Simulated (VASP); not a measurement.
A run of VASP 6.6.1:

The input INCAR:

```
SYSTEM = Cu
ALGO = Normal
EDIFF = 1E-7
ENCUT = 520
GGA = PS
ISIF = 2
ISMEAR = -1
LASPH = .TRUE.
LCHARG = .FALSE.
LREAL = .FALSE.
LWAVE = .FALSE.
NBANDS = 12
NELM = 100
PREC = Accurate
SIGMA = 0.05
```

KPOINTS

```
k-points
0
G
  14 14 14
  0 0 0
```

The input POSCAR:

```
Cu
1.0
   -1.4779968711      1.4779968711      1.4096571112
    1.4779968711     -1.4779968711      1.4096571112
    1.4779968711      1.4779968711     -1.4096571112
Cu
1
Direct
    0.0000000000      0.0000000000      0.0000000000
```

Potentials or basis: VASP PAW PBE potentials, release 64 (Cu).

Run with:

```bash
$ cat potpaw_PBE.64/Cu/POTCAR > POTCAR
$ mpirun -np 1 vasp_std > vasp.out
```

Hardware: 1 thread of Intel(R) Xeon(R) Platinum 8488C (Sapphire Rapids), with other jobs on the host.

Problem. Estimate the wall time of this run.

Solution. It took 31 s on 1 thread of Intel(R) Xeon(R) Platinum 8488C (Sapphire Rapids), with other jobs on the host, peak memory 0.15 GiB. Counts: scf iterations 12, k points 244.
